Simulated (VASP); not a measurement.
# Ir (P6_3/mmc) in VASP: a series of runs

Ir is run at these levels: PBE; tasks: single point, relaxation of cell and atoms.

Program: VASP 6.6.1. These are calculated values, not measurements. Logs are shortened: lines on timing, memory, paths and dates and some standing lists are left out, and cuts for length are marked.

### 1 The cell of the first run

Symmetry: P6_3/mmc, No. 194, hexagonal system. The conventional cell has a = 2.748 Å, b = 2.748 Å, c = 4.453 Å, α = 90.00°, β = 90.00°, γ = 120.00°. Within 3.6 Å of Ir (site symmetry -6m2) lie 12 Ir at 2.73 to 2.75 Å.

This isn't the form of Ir at room conditions, which is fcc.

### 2 Single point, PBE

Contents of INCAR:

```
PREC = Accurate
ENCUT = 520
EDIFF = 1E-6
ISMEAR = 0
SIGMA = 0.1
LREAL = F
LASPH = T
NELM = 80
ALGO = Fast
ISIF = 2
LWAVE = F
LCHARG = F
GGA = PE
NBANDS = 16
```

Contents of KPOINTS:

```
regular mesh
0
Gamma
  18 18 10
```

Contents of POSCAR:

```
Ir
1.0
    2.7479524172      0.0000000000      0.0000000000
   -1.3739762086      2.3797966017      0.0000000000
    0.0000000000      0.0000000000      4.4528478618
Ir
2
Direct
    0.6666666667      0.3333333333      0.2500000000
    0.3333333333      0.6666666667      0.7500000000
```

Potentials or basis: VASP PAW PBE potentials, release 64 (Ir).

Command:

```bash
$ cat potpaw_PBE.64/Ir/POTCAR > POTCAR
$ mpirun -np 1 vasp_std > vasp.out
```

OUTCAR:

```text
PREC = Accurate
   ENCUT = 520
   EDIFF = 1E-6
   ISMEAR = 0
   LREAL = F
   LASPH = T
   NELM = 80
   ISIF = 2
   GGA = PE

 ion  position               nearest neighbor table
   1  0.667  0.333  0.250-   2 2.73   2 2.73   2 2.73   2 2.73   2 2.73   2 2.73
   2  0.333  0.667  0.750-   1 2.73   1 2.73   1 2.73   1 2.73   1 2.73   1 2.73

  LATTYP: Found a hexagonal cell.
 ALAT       =     2.7479524172
 C/A-ratio  =     1.6204239324

  Lattice vectors:

 A1 = (   2.7479524172,   0.0000000000,   0.0000000000)
 A2 = (  -1.3739762086,   2.3797966017,   0.0000000000)
 A3 = (   0.0000000000,   0.0000000000,   4.4528478618)

Analysis of symmetry for initial positions (statically):
=====================================================================
 Subroutine PRICEL returns:
 Original cell was already a primitive cell.

 Routine SETGRP: Setting up the symmetry group for a
 hexagonal supercell.

 Subroutine GETGRP returns: Found 24 space group operations
 (whereof 12 operations were pure point group operations)
 out of a pool of 24 trial point group operations.

The static configuration has the point symmetry D_3d.
 The point group associated with its full space group is D_6h.

Analysis of symmetry for dynamics (positions and initial velocities):
=====================================================================
 Subroutine PRICEL returns:
 Original cell was already a primitive cell.

 Routine SETGRP: Setting up the symmetry group for a
 hexagonal supercell.

 Subroutine GETGRP returns: Found 24 space group operations
 (whereof 12 operations were pure point group operations)
 out of a pool of 24 trial point group operations.

The dynamic configuration has the point symmetry D_3d.
 The point group associated with its full space group is D_6h.

 Subroutine INISYM returns: Found 24 space group operations
 (whereof 12 operations are pure point group operations),
 and found     1 'primitive' translations

----------------------------------------------------------------------------------------

                                     Primitive cell

  volume of cell :      29.1197

  direct lattice vectors                    reciprocal lattice vectors
     2.747952417  0.000000000  0.000000000     0.363907320  0.210101989  0.000000000
    -1.373976209  2.379796602  0.000000000     0.000000000  0.420203978  0.000000000
     0.000000000  0.000000000  4.452847862     0.000000000  0.000000000  0.224575380
[... 83 lines left out ...]
   NELM   =     80;   NELMIN=  2; NELMDL= -5     # of ELM steps
   EDIFF  = 0.1E-05   stopping-criterion for ELM
   LREAL  =      F    real-space projection
   EDIFFG = 0.1E-04   stopping-criterion for IOM
   NSW    =      0    number of steps for IOM
   IBRION =     -1    ionic relax: 0-MD 1-quasi-New 2-CG
   NFREE  =      0    steps in history (QN), initial steepest desc. (CG)
   ISIF   =      2    stress and relaxation
   ISYM   =      2    0-nonsym 1-usesym 2-fastsym
   POTIM  = 0.5000    time-step for ionic-motion
   TEBEG  =    0.0;   TEEND  =   0.0 temperature during run
   PSTRESS=    0.0 pullay stress
   NELECT =      18.0000    total number of electrons
   NUPDOWN=      -1.0000    fix difference up-down
   EMIN   =  10.00;   EMAX   =-10.00  energy-range for DOS
   EFERMI =   0.00;   METHOD = LEGACY
   ISMEAR =     0;   SIGMA  =   0.10  broadening in eV -4-tet -1-fermi 0-gaus
   EFERMI_NEDOS =   21; number of points for ismear=-14 and -15
   IALGO  =     68    algorithm
   IMIX   =      4    mixing-type and parameters
     AMIX     =   0.40;   BMIX     =  1.00
     AMIX_MAG =   1.60;   BMIX_MAG =  1.00
  volume/ion in A,a.u.               =      14.56        98.25
  Fermi-wavevector in a.u.,A,eV,Ry     =   1.394558  2.635333 26.460516  1.944793
  Thomas-Fermi vector in A             =   2.518096
   LORBIT       =      0    0 simple, 1 ext, 2 COOP (PROOUT), +10 PAW based schemes
   GGA     = PE    functional components
   LHFCALC =     F    Hartree Fock is set to
   AEXX    =    0.0000 exact exchange contribution
   IVDW    =     0    specifies the selected vdW correction
   LEPSILON=     F    determine dielectric tensor
   LRPA    =     F    only Hartree local field effects (RPA)
 non-spin polarized calculation
 RMM-DIIS sequential band-by-band and
 Gauss-broadening in eV      SIGMA  =   0.10
  energy-cutoff  :      520.00
  volume of cell :       29.12
 maximum number of plane-waves:       798
   NGX = 11   NGY = 11   NGZ = 17

 number of electron      18.0000000 magnetization

 Free energy of the ion-electron system (eV)
  ---------------------------------------------------
  ext. energy  EPLUGINS =         0.00000000
  ---------------------------------------------------
  free energy    TOTEN  =       -17.55866618 eV

  energy without entropy =      -17.54807055  energy(sigma->0) =      -17.55336837

 E-fermi :  10.0379     XC(G=0): -13.8170

 val. band max:       10.0331563222   @ k =   0.3889   0.0000   0.0000
 cond. band min:      10.0487227976   @ k =   0.3333   0.0000   0.4000
 fundamental gap:      0.0155664753
 Fermi energy:        10.0378657198

 k-point     1 :       0.0000    0.0000    0.0000
  band No.  band energies     occupation
      1      -0.8984      2.00000
      2       2.1383      2.00000
      3       6.2490      2.00000
      4       6.3434      2.00000
      5       6.3434      2.00000
      6       6.9745      2.00000
[... 433 lines left out ...]
      3       3.5023      2.00000
      4       5.9555      2.00000
      5       6.1145      2.00000
      6       6.5940      2.00000
[... 8 lines left out ...]
     15      20.3973      0.00000
     16      23.0921      0.00000

 [... further k-points ...]

------------------------ aborting loop because EDIFF is reached ----------------------------------------

  FORCE on cell =-STRESS in cart. coord.  units (eV):
  Direction    XX          YY          ZZ          XY          YZ          ZX
  --------------------------------------------------------------------------------------
  -------------------------------------------------------------------------------------
  Total        0.0978530      0.0978530      0.1035712      0.0000000      0.0000000      0.0000000
  in kB        5.3839085      5.3839085      5.6985254      0.0000000      0.0000000      0.0000000
  external PRESSURE =       5.4887808 kB  Pullay stress =       0.0000000 kB

 VOLUME and BASIS-vectors are now :
 -----------------------------------------------------------------------------
  energy-cutoff  :      520.00
  volume of cell :       29.12
      direct lattice vectors                 reciprocal lattice vectors
     2.747952417  0.000000000  0.000000000     0.363907320  0.210101989  0.000000000
    -1.373976209  2.379796602  0.000000000     0.000000000  0.420203978  0.000000000
     0.000000000  0.000000000  4.452847862     0.000000000  0.000000000  0.224575380

 POSITION                                       TOTAL-FORCE (eV/Angst)
 -----------------------------------------------------------------------------------
      1.37398      0.79327      1.11321         0.000000     -0.000000      0.000000
     -0.00000      1.58653      3.33964        -0.000000      0.000000      0.000000
 -----------------------------------------------------------------------------------
    total drift:                               -0.000000      0.000000     -0.000000

  FREE ENERGIE OF THE ION-ELECTRON SYSTEM (eV)
  ---------------------------------------------------
  free  energy   TOTEN  =       -17.5586661829 eV

  energy  without entropy=      -17.5480705533  energy(sigma->0) =      -17.55336837
```

OSZICAR:

```text
N       E                     dE             d eps       ncg     rms          rms(c)
DAV:   1     0.142814465259E+03    0.14281E+03   -0.84844E+03  7104   0.113E+03
DAV:   2    -0.148595529663E+02   -0.15767E+03   -0.14220E+03  7136   0.307E+02
DAV:   3    -0.186237866892E+02   -0.37642E+01   -0.37116E+01  9584   0.562E+01
DAV:   4    -0.186641117536E+02   -0.40325E-01   -0.40316E-01  8248   0.497E+00
DAV:   5    -0.186652278763E+02   -0.11161E-02   -0.11161E-02  9808   0.860E-01    0.204E+01
RMM:   6    -0.177283799614E+02    0.93685E+00   -0.10593E+00  7156   0.114E+01    0.815E+00
RMM:   7    -0.175640531875E+02    0.16433E+00   -0.55445E-01  7414   0.581E+00    0.217E+00
RMM:   8    -0.175666545124E+02   -0.26013E-02   -0.68799E-02  8286   0.274E+00    0.182E+00
RMM:   9    -0.175650554403E+02    0.15991E-02   -0.13733E-02  8446   0.849E-01    0.115E+00
RMM:  10    -0.175582871492E+02    0.67683E-02   -0.16492E-02  7476   0.168E+00    0.553E-01
RMM:  11    -0.175586821026E+02   -0.39495E-03   -0.98428E-04  7825   0.366E-01    0.394E-01
RMM:  12    -0.175587145446E+02   -0.32442E-04   -0.34073E-04  8595   0.120E-01    0.322E-01
RMM:  13    -0.175587010534E+02    0.13491E-04   -0.65840E-05  9846   0.524E-02    0.332E-01
RMM:  14    -0.175587142452E+02   -0.13192E-04   -0.31666E-05  7844   0.504E-02    0.178E-01
RMM:  15    -0.175586756969E+02    0.38548E-04   -0.70843E-05  8837   0.749E-02    0.568E-02
RMM:  16    -0.175586677527E+02    0.79442E-05   -0.20486E-05  8308   0.363E-02    0.260E-02
RMM:  17    -0.175586657806E+02    0.19721E-05   -0.10560E-05  7893   0.269E-02    0.349E-03
RMM:  18    -0.175586661829E+02   -0.40231E-06   -0.21378E-06  5226   0.125E-02
   1 F= -.17558666E+02 E0= -.17553368E+02  d E =-.105956E-01
```

stdout:

```text
POSCAR found type information on POSCAR Ir
 POSCAR found :  1 types and       2 ions
 scaLAPACK will be used
 LDA part: xc-table for (Slater+PW92), standard interpolation
 POSCAR, INCAR and KPOINTS ok, starting setup
 FFT: planning ... GRIDC
 FFT: planning ... GRID_SOFT
 FFT: planning ... GRID
 WAVECAR not read
 entering main loop
```

Run time: 51 s. Hardware: 1 thread of AMD EPYC 9R45 (Zen 5), shared host; peak memory 0.18 GiB.

Results:

```yaml
Free_energy: -17.5587 eV
Pressure: 0.5 GPa
Band_gap_on_the_k_mesh: zero (bands 9 and 10 overlap by 3.18 eV)
```

Caveat: spin-orbit coupling is left out, which moves the levels of the heavy elements.

### 3 Relaxation of cell and atoms, PBE

Contents of INCAR:

```
SYSTEM = Ir
  PREC = Accurate
  ENCUT = 600
  EDIFF = 1E-6
  ISMEAR = 0
  SIGMA = 0.1
  LREAL = .False.
  LASPH = .True.
  NELM = 100
  ALGO = Fast
  ISIF = 3
  LWAVE = .False.
  LCHARG = .False.
  GGA = PE
  IBRION = 2
  NSW = 80
  EDIFFG = -0.01
```

Contents of KPOINTS:

```
regular mesh
0
Gamma
  18 18 10
  0 0 0
```

Contents of POSCAR:

```
Ir
1.0
    2.7403636686      0.0000000000      0.0000000000
   -1.3701818343      2.3732245526      0.0000000000
    0.0000000000      0.0000000000      4.4739350377
Ir
2
Direct
    0.6666666667      0.3333333333      0.2500000000
    0.3333333333      0.6666666667      0.7500000000
```

Potentials or basis: VASP PAW PBE potentials, release 64 (Ir).

Command:

```bash
$ cat potpaw_PBE.64/Ir/POTCAR > POTCAR
$ mpirun -np 1 vasp_std > vasp.out
```

OUTCAR:

```text
SYSTEM = Ir
   PREC = Accurate
   ENCUT = 600
   EDIFF = 1E-6
   ISMEAR = 0
   LREAL = .False.
   LASPH = .True.
   NELM = 100
   ISIF = 3
   GGA = PE
   IBRION = 2
   NSW = 80
   EDIFFG = -0.01

 ion  position               nearest neighbor table
   1  0.667  0.333  0.250-   2 2.74   2 2.74   2 2.74   2 2.74   2 2.74   2 2.74
   2  0.333  0.667  0.750-   1 2.74   1 2.74   1 2.74   1 2.74   1 2.74   1 2.74

  LATTYP: Found a hexagonal cell.
 ALAT       =     2.7403636686
 C/A-ratio  =     1.6326063175

  Lattice vectors:

 A1 = (   2.7403636686,   0.0000000000,   0.0000000000)
 A2 = (  -1.3701818343,   2.3732245526,   0.0000000000)
 A3 = (   0.0000000000,   0.0000000000,   4.4739350377)

Analysis of symmetry for initial positions (statically):
=====================================================================
 Subroutine PRICEL returns:
 Original cell was already a primitive cell.

 Routine SETGRP: Setting up the symmetry group for a
 hexagonal supercell.

 Subroutine GETGRP returns: Found 24 space group operations
 (whereof 12 operations were pure point group operations)
 out of a pool of 24 trial point group operations.

The static configuration has the point symmetry D_3d.
 The point group associated with its full space group is D_6h.

Analysis of symmetry for dynamics (positions and initial velocities):
=====================================================================
 Subroutine PRICEL returns:
 Original cell was already a primitive cell.

 Routine SETGRP: Setting up the symmetry group for a
 hexagonal supercell.

[... 226 lines left out ...]
--------------------------------------- Ionic step        3  -------------------------------------------

 number of electron      17.9999999 magnetization

 E-fermi :   9.9726     XC(G=0): -13.7955

 val. band max:        9.9612792930   @ k =   0.3333   0.3333   0.1000
 cond. band min:       9.9791911521   @ k =   0.3333   0.0000   0.4000
 fundamental gap:      0.0179118591
 Fermi energy:         9.9726137898

 k-point     1 :       0.0000    0.0000    0.0000
  band No.  band energies     occupation
      1      -0.9211      2.00000
      2       2.1097      2.00000
      3       6.1891      2.00000
      4       6.3028      2.00000
      5       6.3028      2.00000
      6       6.9255      2.00000
      7       6.9255      2.00000
      8       7.7018      2.00000
      9       7.7018      2.00000
     10       9.2191      2.00000
     11      10.2249      0.00036
     12      10.2249      0.00036
     13      16.7384      0.00000
[... 439 lines left out ...]
--------------------------------------- Ionic step        5  -------------------------------------------

 number of electron      17.9999999 magnetization

 Free energy of the ion-electron system (eV)
  ---------------------------------------------------
  ext. energy  EPLUGINS =         0.00000000
  ---------------------------------------------------
  free energy    TOTEN  =       -17.55919390 eV

  energy without entropy =      -17.54856666  energy(sigma->0) =      -17.55388028

 E-fermi :  10.0093     XC(G=0): -13.8069

 val. band max:       10.0048778949   @ k =   0.3889   0.0000   0.0000
 cond. band min:      10.0202450603   @ k =   0.3333   0.0000   0.4000
 fundamental gap:      0.0153671654
 Fermi energy:        10.0092973949

 k-point     1 :       0.0000    0.0000    0.0000
  band No.  band energies     occupation
      1      -0.9088      2.00000
      2       2.1274      2.00000
      3       6.2300      2.00000
      4       6.3248      2.00000
      5       6.3248      2.00000
      6       6.9539      2.00000
      7       6.9539      2.00000
      8       7.7138      2.00000
      9       7.7138      2.00000
     10       9.2656      2.00000
     11      10.2597      0.00040
     12      10.2597      0.00040
     13      16.8167      0.00000
[... 397 lines left out ...]
  FREE ENERGIE OF THE ION-ELECTRON SYSTEM (eV)
  ---------------------------------------------------
  free  energy   TOTEN  =       -17.5591939011 eV

  energy  without entropy=      -17.5485666646  energy(sigma->0) =      -17.55388028

 reached required accuracy - stopping structural energy minimisation
```

Run time: 2.2 min. Hardware: 1 thread of AMD EPYC 9R45 (Zen 5), shared host; peak memory 0.2 GiB.

What came out:

```yaml
Free_energy: -17.5592 eV
Relaxed_volume: 14.58 Å³/atom
Relaxed_cell: a = 2.749 Å, b = 2.749 Å, c = 4.455 Å, α = 90.00°, β = 90.00°, γ = 120.00°
Space_group_after_relaxing_to_0.1_Å: P6_3/mmc (No. 194)
Energy_gained_by_relaxing: 0.7 meV/atom
Ionic_steps: 5
Pressure_after_relaxing: 0.1 GPa
Band_gap_on_the_k_mesh: zero (bands 9 and 10 overlap by 3.18 eV)
```

The path:
```tsv
step	energy change (eV)	largest force (eV/Å)	pressure (GPa)	volume (Å³)
1	0.0000	0.0000	0.71	29.10
2	0.0003	0.0000	-2.27	29.37
3	-0.0012	0.0000	-0.55	29.23
4	-0.0009	0.0000	1.20	29.08
5	-0.0014	0.0000	0.06	29.17
```

Final structure:
```
Ir
1.0
     2.74944    0.00000    0.00000
    -1.37472    2.38108    0.00000
     0.00000    0.00000    4.45545
Ir
2
Direct
  0.66667 0.33333 0.25000
  0.33333 0.66667 0.75000
```

Caveat: spin-orbit coupling is left out, which moves the levels of the heavy elements.
